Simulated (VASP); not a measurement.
# BeZn3Te4 in VASP: further runs

BeZn3Te4 is run at these levels: PBE; tasks: single point, relaxation of cell and atoms, relaxation of shape and atoms at fixed volume.

Program: VASP 6.6.1. These are calculated values, not measurements. Logs are shortened: lines on timing, memory, paths and dates and some standing lists are left out, and cuts for length are marked.

## (1) The cell of the first run

It takes space group I-42m (No. 121, tetragonal). Conventional cell: a = 6.051 Å, b = 6.051 Å, c = 12.077 Å, α = 90.00°, β = 90.00°, γ = 90.00°. Be (site symmetry -42m) has 4 Te at 2.47 Å within 3.3 Å. Zn (site symmetry -4) has 4 Te at 2.66 Å within 3.5 Å. Zn (site symmetry -42m) has 4 Te at 2.68 Å within 3.5 Å. Within 3.3 Å of Te (site symmetry m) lie 1 Be at 2.47 Å and 3 Zn at 2.66 to 2.68 Å.

## (2) Single point, PBE

The input, INCAR:

```
PREC = Accurate
ENCUT = 520
EDIFF = 1E-7
ISMEAR = 0
SIGMA = 0.02
LREAL = False
LASPH = True
NELM = 80
ALGO = Normal
ISIF = 2
LWAVE = False
LCHARG = False
GGA = PE
NBANDS = 41
```

The input, KPOINTS:

```
regular mesh
0
Gamma
  6 6 6
```

The input, POSCAR:

```
BeZn3Te4
1.0
   -3.0254044858      3.0254044858      6.0382646226
    3.0254044858     -3.0254044858      6.0382646226
    3.0254044858      3.0254044858     -6.0382646226
Be Zn Te
1 3 4
Direct
    0.0000000000      0.0000000000      0.0000000000
    0.2500000000      0.7500000000      0.5000000000
    0.7500000000      0.2500000000      0.5000000000
    0.5000000000      0.5000000000      0.0000000000
    0.6456360808      0.6456360808      0.5295052589
    0.1161308219      0.1161308219      0.4704947411
    0.8838691781      0.3543639192      0.0000000000
    0.3543639192      0.8838691781      0.0000000000
```

Potentials or basis: VASP PAW PBE potentials, release 64 (Be, Zn, Te).

Run with:

```bash
> cat potpaw_PBE.64/Be/POTCAR potpaw_PBE.64/Zn/POTCAR potpaw_PBE.64/Te/POTCAR > POTCAR
> mpirun -np 1 vasp_std > vasp.out
```

OUTCAR:

```text
PREC = Accurate
   ENCUT = 520
   EDIFF = 1E-7
   ISMEAR = 0
   LREAL = False
   LASPH = True
   NELM = 80
   ISIF = 2
   GGA = PE

 ion  position               nearest neighbor table
   1  0.000  0.000  0.000-   6 2.47   7 2.47   8 2.47   5 2.47
   2  0.250  0.750  0.500-   6 2.66   8 2.66   7 2.66   5 2.66
   3  0.750  0.250  0.500-   6 2.66   7 2.66   8 2.66   5 2.66
   4  0.500  0.500  0.000-   5 2.68   7 2.68   8 2.68   6 2.68
   5  0.646  0.646  0.530-   1 2.47   2 2.66   3 2.66   4 2.68
   6  0.116  0.116  0.470-   1 2.47   2 2.66   3 2.66   4 2.68
   7  0.884  0.354  0.000-   1 2.47   2 2.66   3 2.66   4 2.68
   8  0.354  0.884  0.000-   1 2.47   3 2.66   2 2.66   4 2.68

  LATTYP: Found a body centered tetragonal cell.
 ALAT       =     6.0508089716
 C/A-ratio  =     1.9958536622

  Lattice vectors:

 A1 = (  -3.0254044858,   3.0254044858,   6.0382646226)
 A2 = (   3.0254044858,  -3.0254044858,   6.0382646226)
 A3 = (   3.0254044858,   3.0254044858,  -6.0382646226)

Analysis of symmetry for initial positions (statically):
=====================================================================
 Subroutine PRICEL returns:
 Original cell was already a primitive cell.

 Routine SETGRP: Setting up the symmetry group for a
 body centered tetragonal supercell.

 Subroutine GETGRP returns: Found  8 space group operations
 (whereof  8 operations were pure point group operations)
 out of a pool of 16 trial point group operations.

The static configuration has the point symmetry D_2d.

Analysis of symmetry for dynamics (positions and initial velocities):
=====================================================================
 Subroutine PRICEL returns:
 Original cell was already a primitive cell.

 Routine SETGRP: Setting up the symmetry group for a
 body centered tetragonal supercell.

 Subroutine GETGRP returns: Found  8 space group operations
 (whereof  8 operations were pure point group operations)
 out of a pool of 16 trial point group operations.

The dynamic configuration has the point symmetry D_2d.

 Subroutine INISYM returns: Found  8 space group operations
 (whereof  8 operations are pure point group operations),
 and found     1 'primitive' translations

----------------------------------------------------------------------------------------

                                     Primitive cell

  volume of cell :     221.0747

  direct lattice vectors                    reciprocal lattice vectors
    -3.025404486  3.025404486  6.038264623     0.000000000  0.165267158  0.082805248
     3.025404486 -3.025404486  6.038264623     0.165267158  0.000000000  0.082805248
     3.025404486  3.025404486 -6.038264623     0.165267158  0.165267158  0.000000000

  length of vectors
     7.400458382  7.400458382  7.400458382     0.184851136  0.184851136  0.233723056

  position of ions in fractional coordinates (direct lattice)
     0.000000000  0.000000000  0.000000000
     0.250000000  0.750000000  0.500000000
     0.750000000  0.250000000  0.500000000
     0.500000000  0.500000000  0.000000000
     0.645636081  0.645636081  0.529505259
     0.116130822  0.116130822  0.470494741
     0.883869178  0.354363919  0.000000000
     0.354363919  0.883869178  0.000000000

  ion indices of the primitive-cell ions
   primitive index   ion index
                 1           1
                 2           2
                 3           3
                 4           4
                 5           5
                 6           6
                 7           7
                 8           8

----------------------------------------------------------------------------------------

 KPOINTS: regular mesh

Automatic generation of k-mesh.
 Grid dimensions read from file:
 generate k-points for:    6    6    6

 Generating k-lattice:

  Cartesian coordinates                     Fractional coordinates (reciprocal lattice)
     0.000000000  0.027544526  0.013800875     0.166666667  0.000000000  0.000000000
     0.027544526  0.000000000  0.013800875     0.000000000  0.166666667  0.000000000
     0.027544526  0.027544526  0.000000000     0.000000000  0.000000000  0.166666667

  Length of vectors
     0.030808523  0.030808523  0.038953843

  Shift w.r.t. Gamma in fractional coordinates (k-lattice)
     0.000000000  0.000000000  0.000000000

 Subroutine IBZKPT returns following result:
 ===========================================

 Found     30 irreducible k-points:

 Following reciprocal coordinates:
            Coordinates               Weight
  0.000000  0.000000  0.000000      1.000000
  0.166667  0.000000  0.000000      8.000000
  0.333333  0.000000 -0.000000      8.000000
  0.500000  0.000000 -0.000000      4.000000
  0.166667  0.166667 -0.000000      8.000000
  0.333333  0.166667 -0.000000     16.000000
[... 16 lines left out ...]
 -0.333333 -0.333333  0.166667      8.000000
 -0.166667 -0.333333  0.166667      8.000000
 [... further k-points ...]
   k-points           NKPTS =     30   k-points in BZ     NKDIM =     30   number of bands    NBANDS=     41
   number of dos      NEDOS =    301   number of ions     NIONS =      8
   total plane-waves  NPLWV = 175616
   dimension x,y,z NGX =    56 NGY =   56 NGZ =   56
   dimension x,y,z NGXF=   112 NGYF=  112 NGZF=  112
   ions per type =               1   3   4
   NGX,Y,Z   is equivalent  to a cutoff of  12.58, 12.58, 12.58 a.u.
   NGXF,Y,Z  is equivalent  to a cutoff of  25.16, 25.16, 25.16 a.u.
 SYSTEM =  unknown system
   PREC   = accura    normal or accurate (medium, high low for compatibility)
   ISTART =      0    job   : 0-new  1-cont  2-samecut
   ICHARG =      2    charge: 1-file 2-atom 10-const
   ISPIN  =      1    spin polarized calculation?
   LNONCOLLINEAR =      F non collinear calculations
   LSORBIT =      F    spin-orbit coupling
   LASPH  =      T    aspherical Exc in radial PAW
   ENCUT  =  520.0 eV  38.22 Ry    6.18 a.u.  13.76 13.76 13.76*2*pi/ulx,y,z
   NELM   =     80;   NELMIN=  2; NELMDL= -5     # of ELM steps
   EDIFF  = 0.1E-06   stopping-criterion for ELM
   LREAL  =      F    real-space projection
   EDIFFG = 0.1E-05   stopping-criterion for IOM
   NSW    =      0    number of steps for IOM
   IBRION =     -1    ionic relax: 0-MD 1-quasi-New 2-CG
   NFREE  =      0    steps in history (QN), initial steepest desc. (CG)
   ISIF   =      2    stress and relaxation
   ISYM   =      2    0-nonsym 1-usesym 2-fastsym
   POTIM  = 0.5000    time-step for ionic-motion
   TEBEG  =    0.0;   TEEND  =   0.0 temperature during run
   PSTRESS=    0.0 pullay stress
   NELECT =      62.0000    total number of electrons
   NUPDOWN=      -1.0000    fix difference up-down
   EMIN   =  10.00;   EMAX   =-10.00  energy-range for DOS
   EFERMI =   0.00;   METHOD = LEGACY
   ISMEAR =     0;   SIGMA  =   0.02  broadening in eV -4-tet -1-fermi 0-gaus
   EFERMI_NEDOS =   21; number of points for ismear=-14 and -15
   IALGO  =     38    algorithm
   IMIX   =      4    mixing-type and parameters
     AMIX     =   0.40;   BMIX     =  1.00
     AMIX_MAG =   1.60;   BMIX_MAG =  1.00
  volume/ion in A,a.u.               =      27.63       186.49
  Fermi-wavevector in a.u.,A,eV,Ry     =   1.071583  2.024998 15.623429  1.148290
  Thomas-Fermi vector in A             =   2.207327
   LORBIT       =      0    0 simple, 1 ext, 2 COOP (PROOUT), +10 PAW based schemes
   GGA     = PE    functional components
   LHFCALC =     F    Hartree Fock is set to
   AEXX    =    0.0000 exact exchange contribution
   IVDW    =     0    specifies the selected vdW correction
   LEPSILON=     F    determine dielectric tensor
   LRPA    =     F    only Hartree local field effects (RPA)
 non-spin polarized calculation
 Gauss-broadening in eV      SIGMA  =   0.02
  energy-cutoff  :      520.00
  volume of cell :      221.07
 maximum number of plane-waves:      6014
   NGX = 27   NGY = 27   NGZ = 27

 number of electron      61.9999965 magnetization

 Free energy of the ion-electron system (eV)
  ---------------------------------------------------
  ext. energy  EPLUGINS =         0.00000000
  ---------------------------------------------------
  free energy    TOTEN  =       -23.12291779 eV

  energy without entropy =      -23.12291779  energy(sigma->0) =      -23.12291779

 E-fermi :   3.4453     XC(G=0):  -8.8602

 val. band max:        3.3219678332   @ k =   0.0000   0.0000   0.0000
 cond. band min:       4.9291845613   @ k =   0.0000   0.0000   0.0000
 fundamental gap:      1.6072167281
 Fermi energy:         3.4452840504

 k-point     1 :       0.0000    0.0000    0.0000
  band No.  band energies     occupation
      1      -8.3915      2.00000
      2      -7.1420      2.00000
      3      -7.1262      2.00000
      4      -7.1262      2.00000
      5      -3.4638      2.00000
      6      -3.4446      2.00000
[... 33 lines left out ...]
     40       8.3026      0.00000
     41       8.5651      0.00000

 k-point     2 :       0.1667    0.0000    0.0000
  band No.  band energies     occupation
      1      -8.3097      2.00000
      2      -7.1968      2.00000
      3      -7.1693      2.00000
      4      -7.1533      2.00000
      5      -3.4593      2.00000
      6      -3.4499      2.00000
[... 33 lines left out ...]
     40       8.1952      0.00000
     41       8.8269      0.00000

 k-point     3 :       0.3333    0.0000   -0.0000
  band No.  band energies     occupation
      1      -8.0819      2.00000
      2      -7.4144      2.00000
      3      -7.2233      2.00000
      4      -7.2005      2.00000
      5      -3.4526      2.00000
      6      -3.4429      2.00000
[... 875 lines left out ...]
      2      -7.4670      2.00000
      3      -7.2265      2.00000
      4      -7.2262      2.00000
      5      -3.4428      2.00000
      6      -3.4352      2.00000
[... 33 lines left out ...]
     40       8.5580      0.00000
     41       8.9126      0.00000

 k-point    24 :      -0.1667   -0.3333    0.1667
  band No.  band energies     occupation
      1      -8.1857      2.00000
      2      -7.3525      2.00000
      3      -7.2176      2.00000
      4      -7.1425      2.00000
      5      -3.4523      2.00000
      6      -3.4425      2.00000
[... 33 lines left out ...]
     40       8.0935      0.00000
     41       8.5864      0.00000

 [... further k-points ...]

------------------------ aborting loop because EDIFF is reached ----------------------------------------

  FORCE on cell =-STRESS in cart. coord.  units (eV):
  Direction    XX          YY          ZZ          XY          YZ          ZX
  --------------------------------------------------------------------------------------
  -------------------------------------------------------------------------------------
  Total        0.1346104      0.1346104      0.1311622      0.0000000      0.0000000      0.0000000
  in kB        0.9755511      0.9755511      0.9505614      0.0000000      0.0000000      0.0000000
  external PRESSURE =       0.9672212 kB  Pullay stress =       0.0000000 kB

 VOLUME and BASIS-vectors are now :
 -----------------------------------------------------------------------------
  energy-cutoff  :      520.00
  volume of cell :      221.07
      direct lattice vectors                 reciprocal lattice vectors
    -3.025404486  3.025404486  6.038264623     0.000000000  0.165267158  0.082805248
     3.025404486 -3.025404486  6.038264623     0.165267158  0.000000000  0.082805248
     3.025404486  3.025404486 -6.038264623     0.165267158  0.165267158  0.000000000

 POSITION                                       TOTAL-FORCE (eV/Angst)
 -----------------------------------------------------------------------------------
      0.00000      0.00000      0.00000         0.000000      0.000000      0.000000
      3.02540     -0.00000      3.01913         0.000000      0.000000      0.000000
     -0.00000      3.02540      3.01913         0.000000     -0.000000      0.000000
      0.00000      0.00000      6.03826        -0.000000      0.000000      0.000000
      1.60197      1.60197      4.59975         0.000043      0.000043      0.000307
      1.42344      1.42344     -1.43851        -0.000043     -0.000043      0.000307
     -1.60197      1.60197      7.47678        -0.000043      0.000043     -0.000307
      1.60197     -1.60197      7.47678         0.000043     -0.000043     -0.000307
 -----------------------------------------------------------------------------------
    total drift:                                0.000018      0.000018      0.000018

  FREE ENERGIE OF THE ION-ELECTRON SYSTEM (eV)
  ---------------------------------------------------
  free  energy   TOTEN  =       -23.1229177885 eV

  energy  without entropy=      -23.1229177885  energy(sigma->0) =      -23.12291779
```

Run time: 9.1 min. Hardware: 1 thread of Intel Xeon Platinum 8488C (Sapphire Rapids), shared host; peak memory 0.57 GiB.

What came out:

```
Free energy            : -23.1229 eV
Pressure               : 0.1 GPa
Band gap on the k mesh : 1.61 eV, direct
```

Levels at points of the mesh, in eV from the valence-band top:
| k point | band 29 | band 30 | band 31 | band 32 | band 33 | band 34 |
| --- | --- | --- | --- | --- | --- | --- |
| (0.00, 0.00, 0.00) | -0.04 | 0.00 | 0.00 | 1.61 | 2.21 | 2.34 |
| (0.50, 0.00, 0.00) | -1.63 | -1.01 | -0.87 | 3.10 | 3.45 | 3.81 |
| (0.50, 0.50, 0.00) | -0.86 | -0.78 | -0.66 | 1.79 | 1.95 | 3.36 |
| (0.50, 0.50, 0.50) | -1.42 | -1.15 | -1.15 | 2.04 | 2.26 | 2.41 |

Caveat: spin-orbit coupling is left out, which moves the levels of the heavy elements.

## (3) Single point, PBE

The input, INCAR:

```
SYSTEM = BeZn3Te4
PREC = Accurate
ENCUT = 520
EDIFF = 1E-7
ISMEAR = 0
SIGMA = 0.01
LREAL = .FALSE.
LASPH = .TRUE.
NELM = 100
ALGO = Normal
ISIF = 2
LWAVE = .FALSE.
LCHARG = .FALSE.
GGA = PE
NBANDS = 41
```

The input, KPOINTS:

```
regular mesh
0
G
  6 6 6
  0 0 0
```

POSCAR is that of step 2.

Potentials or basis: VASP PAW PBE potentials, release 64 (Be, Zn, Te).

Run with:

```bash
> cat potpaw_PBE.64/Be/POTCAR potpaw_PBE.64/Zn/POTCAR potpaw_PBE.64/Te/POTCAR > POTCAR
> mpirun -np 1 vasp_std > vasp.out
```

Run time: 8.3 min. Hardware: 1 thread of Intel Xeon Platinum 8488C (Sapphire Rapids), shared host; peak memory 0.57 GiB.

It converged, with:

| Property | Result |
| --- | --- |
| Free energy | -23.1229 eV |
| Pressure | 0.1 GPa |
| Band gap on the k mesh | 1.61 eV, direct |

Levels at points of the mesh, in eV from the valence-band top:
```tsv
k point	band 28	band 29	band 30	band 31	band 32	band 33	band 34	band 35
(0.00, 0.00, 0.00)	-2.07	-0.04	0.00	0.00	1.61	2.21	2.34	4.13
(0.50, 0.00, 0.00)	-1.67	-1.63	-1.01	-0.87	3.10	3.45	3.81	3.86
(0.50, 0.50, 0.00)	-0.94	-0.86	-0.78	-0.66	1.79	1.95	3.36	3.46
(0.50, 0.50, 0.50)	-1.42	-1.42	-1.15	-1.15	2.04	2.26	2.41	2.41
```

Caveat: spin-orbit coupling is left out, which moves the levels of the heavy elements.

## (4) Relaxation of cell and atoms, PBE

This run uses another cell than the first one, of 26.33 Å³/atom, 0.953 times its volume.

The input, INCAR:

```
PREC     = Accurate       # precision mode
ENCUT    = 600            # plane-wave cutoff, eV
EDIFF    = 1E-6           # SCF threshold, eV
ISMEAR   = 0              # smearing method
SIGMA    = 0.2            # smearing width, eV
LREAL    = F              # projectors in reciprocal space
LASPH    = T              # aspherical terms in the spheres
NELM     = 80             # most SCF steps
ALGO     = Normal         # electronic algorithm
ISIF     = 3              # what is computed and relaxed
LWAVE    = F              # write WAVECAR
LCHARG   = F              # write CHGCAR
GGA      = PE             # functional
IBRION   = 2              # ionic algorithm
NSW      = 36             # ionic steps
EDIFFG   = -0.08          # ionic threshold
```

The input, KPOINTS:

```
regular mesh
0
Gamma
  4 4 4
```

The input, POSCAR:

```
BeZn3Te4
1.0
   -2.9750000000      2.9750000000      5.9500000000
    2.9750000000     -2.9750000000      5.9500000000
    2.9750000000      2.9750000000     -5.9500000000
Be Zn Te
1 3 4
Direct
    0.0000000000      0.0000000000      0.0000000000
    0.2500000000      0.7500000000      0.5000000000
    0.7500000000      0.2500000000      0.5000000000
    0.5000000000      0.5000000000      0.0000000000
    0.6150000000      0.6150000000      0.4900000000
    0.1250000000      0.1250000000      0.5100000000
    0.8750000000      0.3850000000      0.0000000000
    0.3850000000      0.8750000000      0.0000000000
```

Run with:

```bash
> cat potpaw_PBE.64/Be/POTCAR potpaw_PBE.64/Zn/POTCAR potpaw_PBE.64/Te/POTCAR > POTCAR
> mpirun -np 1 vasp_std > vasp.out
```

It took 17 min on 1 thread of Intel Xeon Platinum 8488C (Sapphire Rapids), shared host; peak memory 0.61 GiB.

It converged, with:

```
Free energy                            : -23.1166 eV
Relaxed volume                         : 27.74 Å³/atom
Relaxed cell                           : a = 7.409 Å, b = 7.409 Å, c = 7.409 Å, α = 131.73°, β = 131.73°, γ = 70.66°
Space group after relaxing (to 0.05 Å) : I-42m (No. 121)
Energy gained by relaxing              : 103.6 meV/atom
Ionic steps                            : 7
Pressure after relaxing                : -0.1 GPa
Largest force after relaxing           : 0.030 eV/Å
Band gap on the k mesh                 : 1.59 eV, direct
```

Forces on the atoms (eV/Å):
```
Be   0.000  0.000  0.000
Zn   0.000  0.000  0.000
Zn   0.000  0.000  0.000
Zn   0.000  0.000  0.000
Te  -0.011 -0.011 -0.025
Te   0.011  0.011 -0.025
Te   0.011 -0.011  0.025
Te  -0.011  0.011  0.025
```

Step by step:
| step | energy change (eV) | largest force (eV/Å) | pressure (GPa) | volume (Å³) |
| --- | --- | --- | --- | --- |
| 1 | 0.0000 | 1.6466 | 4.00 | 210.64 |
| 2 | -0.5281 | 0.8570 | -1.42 | 231.33 |
| 3 | -0.5322 | 0.7984 | -1.78 | 233.27 |
| 4 | -0.7330 | 0.4953 | -1.00 | 227.50 |
| 5 | -0.8218 | 0.1690 | 0.10 | 221.00 |
| 6 | -0.8272 | 0.0858 | 0.01 | 221.46 |
| 7 | -0.8286 | 0.0297 | -0.13 | 221.91 |

Final structure:
```xyz
8
Lattice="-3.0295 3.0295 6.0446 3.0295 -3.0295 6.0446 3.0295 3.0295 -6.0446" Properties=species:S:1:pos:R:3 pbc="T T T"
Be    0.0000    0.0000    0.0000
Zn    3.0295    0.0000    3.0223
Zn    0.0000    3.0295    3.0223
Zn    0.0000    0.0000    6.0446
Te    1.6055    1.6055    4.6072
Te    1.4240    1.4240   -1.4374
Te   -1.6055    1.6055    7.4821
Te    1.6055   -1.6055    7.4821
```

Levels at points of the mesh, in eV from the valence-band top:
```csv
k point,band 28,band 29,band 30,band 31,band 32,band 33,band 34,band 35
"(0.00, 0.00, 0.00)",-2.05,-0.04,0.00,0.00,1.59,2.21,2.35,4.14
"(0.50, 0.00, 0.00)",-1.65,-1.61,-1.00,-0.86,3.09,3.44,3.80,3.85
"(0.50, 0.50, 0.00)",-0.94,-0.86,-0.77,-0.65,1.77,1.94,3.36,3.45
"(0.50, 0.50, 0.50)",-1.41,-1.41,-1.14,-1.14,2.03,2.26,2.42,2.42
```

Caveat: spin-orbit coupling is left out, which moves the levels of the heavy elements; the relaxation stopped at a loose force limit of 0.08 eV/Å, so its end isn't a converged minimum.

(Continued in part 2 of 2.)
